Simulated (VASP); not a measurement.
# Co (P6_3/mmc) in VASP: notebook, part 2 of 2

VASP 6.6.1. Earlier steps stand in the parts before.

## Step 4: Single point, LDA, collinear spin, ferromagnetic start

Contents of INCAR:

```
SYSTEM = Co
ALGO     = Normal         ! electronic algorithm
EDIFF    = 1E-6           ! SCF threshold, eV
ENCUT    = 600            ! plane-wave cutoff, eV
GGA_COMPAT= .FALSE.      
ISIF     = 2              ! what is computed and relaxed
ISMEAR   = 0              ! smearing method
ISPIN    = 2              ! spin polarisation
LASPH    = .TRUE.         ! aspherical terms in the spheres
LCHARG   = .FALSE.        ! write CHGCAR
LMAXMIX  = 4              ! l up to which the mixer works
LORBIT   = 11             ! projections on sites
LREAL    = .FALSE.        ! projectors in reciprocal space
LWAVE    = .FALSE.        ! write WAVECAR
MAGMOM   = 2.5 2.5        ! initial moments
NBANDS   = 28             ! bands
NELM     = 200            ! most SCF steps
PREC     = Accurate       ! precision mode
SIGMA    = 0.05           ! smearing width, eV
```

Contents of KPOINTS:

```
k-points
0
G
  10 10 6
  0 0 0
```

Contents of POSCAR:

```
Co
1.0
    2.4216378834      0.0000000000      0.0000000000
   -1.2108189417      2.0971999258      0.0000000000
    0.0000000000      0.0000000000      3.9306947499
Co
2
Direct
    0.3333333333      0.6666666667      0.2500000000
    0.6666666667      0.3333333333      0.7500000000
```

Potentials or basis: VASP PAW LDA potentials, release 64 (Co_sv).

Command:

```console
> cat potpaw_LDA.64/Co_sv/POTCAR > POTCAR
> mpirun -np 1 vasp_std > vasp.out
```

OUTCAR:

```text
SYSTEM = Co
   EDIFF = 1E-6
   ENCUT = 600
   ISIF = 2
   ISMEAR = 0
   ISPIN = 2
   LASPH = .TRUE.
   LORBIT = 11
   LREAL = .FALSE.
   NELM = 200
   PREC = Accurate

 ion  position               nearest neighbor table
   1  0.333  0.667  0.250-   2 2.41   2 2.41   2 2.41   2 2.41   2 2.41   2 2.41
   2  0.667  0.333  0.750-   1 2.41   1 2.41   1 2.41   1 2.41   1 2.41   1 2.41

  LATTYP: Found a hexagonal cell.
 ALAT       =     2.4216378834
 C/A-ratio  =     1.6231554589

  Lattice vectors:

 A1 = (   2.4216378834,   0.0000000000,   0.0000000000)
 A2 = (  -1.2108189417,   2.0971999258,   0.0000000000)
 A3 = (   0.0000000000,   0.0000000000,   3.9306947499)

Analysis of symmetry for initial positions (statically):
=====================================================================
 Subroutine PRICEL returns:
 Original cell was already a primitive cell.

 Routine SETGRP: Setting up the symmetry group for a
 hexagonal supercell.

 Subroutine GETGRP returns: Found 24 space group operations
 (whereof 12 operations were pure point group operations)
[... 938 lines left out ...]

 k-point     1 :       0.0000    0.0000    0.0000
  band No.  band energies     occupation
      1     -80.2733      1.00000
      2     -80.1829      1.00000
      3     -44.3450      1.00000
      4     -43.9484      1.00000
      5     -43.9484      1.00000
      6     -43.8813      1.00000
[... 733 lines left out ...]
     27      38.5111      0.00000
     28      39.3720      0.00000

 [... further k-points ...]
[... 5 lines left out ...]
  --------------------------------------------------------------------------------------
  -------------------------------------------------------------------------------------
  Total       -0.3989939     -0.3989939     -0.6615577      0.0000000      0.0000000      0.0000000
  in kB      -32.0227358    -32.0227358    -53.0957743      0.0000000      0.0000000      0.0000000
  external PRESSURE =     -39.0470819 kB  Pullay stress =       0.0000000 kB

 VOLUME and BASIS-vectors are now :
 -----------------------------------------------------------------------------
  energy-cutoff  :      600.00
  volume of cell :       19.96
      direct lattice vectors                 reciprocal lattice vectors
     2.421637883  0.000000000  0.000000000     0.412943656  0.238413131  0.000000000
    -1.210818942  2.097199926  0.000000000     0.000000000  0.476826261  0.000000000
     0.000000000  0.000000000  3.930694750     0.000000000  0.000000000  0.254407952

 POSITION                                       TOTAL-FORCE (eV/Angst)
 -----------------------------------------------------------------------------------
     -0.00000      1.39813      0.98267        -0.000000      0.000000      0.000000
      1.21082      0.69907      2.94802         0.000000     -0.000000      0.000000
 -----------------------------------------------------------------------------------
    total drift:                                0.000000     -0.000000      0.000000

  FREE ENERGIE OF THE ION-ELECTRON SYSTEM (eV)
  ---------------------------------------------------
  free  energy   TOTEN  =       -16.3440109862 eV

  energy  without entropy=      -16.3424646135  energy(sigma->0) =      -16.34323780

 total charge

# of ion       s       p       d       tot
------------------------------------------
    1        2.264   6.139   6.733  15.136
    2        2.264   6.139   6.733  15.136
--------------------------------------------------
tot          4.529  12.277  13.466  30.272

 magnetization (x)

# of ion       s       p       d       tot
------------------------------------------
    1       -0.005  -0.010   1.500   1.485
    2       -0.005  -0.010   1.500   1.485
--------------------------------------------------
tot         -0.010  -0.020   3.001   2.970
```

stdout:

```text
POSCAR found type information on POSCAR Co
 POSCAR found :  1 types and       2 ions
 scaLAPACK will be used
 LDA part: xc-table for (Slater(with rela. corr.)+CA(PZ))
 , standard interpolation
 POSCAR, INCAR and KPOINTS ok, starting setup
 FFT: planning ... GRIDC
 FFT: planning ... GRID_SOFT
 FFT: planning ... GRID
 WAVECAR not read
 entering main loop
```

Wall time 56 s (1 thread of Intel Xeon Platinum 8488C (Sapphire Rapids), shared host); peak memory 0.16 GiB.

What came out:

```yaml
Free_energy: -16.3440 eV
Pressure: -3.9 GPa
Net_moment: 2.91 μB per cell
Site_moments: Co +1.49 μB
Valence_electrons_inside_the_program's_atomic_spheres: Co 15.14
```

Levels at points of the mesh, in eV from the Fermi level:
Spin up:
```tsv
k point	band 14	band 15	band 16	band 17	band 18	band 19	band 20	band 21	band 22	band 23
(0.00, 0.00, 0.00)	-2.19	-2.19	-1.75	-1.75	-0.48	-0.48	-0.21	7.16	22.62	25.91
(0.50, 0.00, 0.00)	-2.49	-2.11	-0.33	-0.22	-0.15	1.68	3.86	10.34	11.06	13.57
(0.00, 0.00, 0.50)	-2.62	-2.62	-2.62	-0.84	-0.84	-0.84	-0.84	15.87	15.87	23.37
(0.50, 0.00, 0.50)	-1.61	-0.84	-0.84	-0.22	-0.22	1.77	1.77	8.13	8.13	19.38
```
Spin down:
| k point | band 12 | band 13 | band 14 | band 15 | band 16 | band 17 | band 18 | band 19 |
| --- | --- | --- | --- | --- | --- | --- | --- | --- |
| (0.00, 0.00, 0.00) | -1.21 | -1.21 | -0.80 | -0.80 | -0.30 | -0.30 | -0.05 | 1.06 |
| (0.50, 0.00, 0.00) | -1.93 | -1.37 | -1.26 | -0.80 | 1.22 | 1.36 | 1.41 | 2.80 |
| (0.00, 0.00, 0.50) | -1.82 | -1.28 | -1.28 | -1.28 | -1.28 | 0.68 | 0.68 | 0.68 |
| (0.50, 0.00, 0.50) | -2.77 | -0.18 | -0.18 | 0.27 | 0.27 | 1.33 | 1.33 | 2.44 |

## Step 5: Overview

| task | potentials or basis | cell | cutoff (eV) | second run | gap on the mesh (eV) | pressure (GPa) | moment (μB) |
| --- | --- | --- | --- | --- | --- | --- | --- |
| single point | VASP PAW LDA potentials, release 64 (Co) | a = 2.422, b = 2.422, c = 3.931 Å, angles 90.0, 90.0, 120.0°, 2 atoms | 520 | - | none | -1.1 | 2.91 |
| relaxation of volume and atoms at fixed shape | VASP PAW LDA potentials, release 64 (Co) | relaxed from a = 2.507, b = 2.507, c = 4.070 Å, angles 90.0, 90.0, 120.0°, 2 atoms | 600 | - | none | -0.1 | 2.90 |
| single point | VASP PAW LDA potentials, release 64 (Co_sv) | a = 2.422, b = 2.422, c = 3.931 Å, angles 90.0, 90.0, 120.0°, 2 atoms | 600 | valence_matched | none | -3.9 | 2.91 |

Alike in all rows: level LDA; spin collinear, ferromagnetic start; k mesh 10 × 10 × 6; smearing gaussian 0.05 eV.

Total energies depend on the potentials used, so only differences within one code and one set of settings carry meaning.
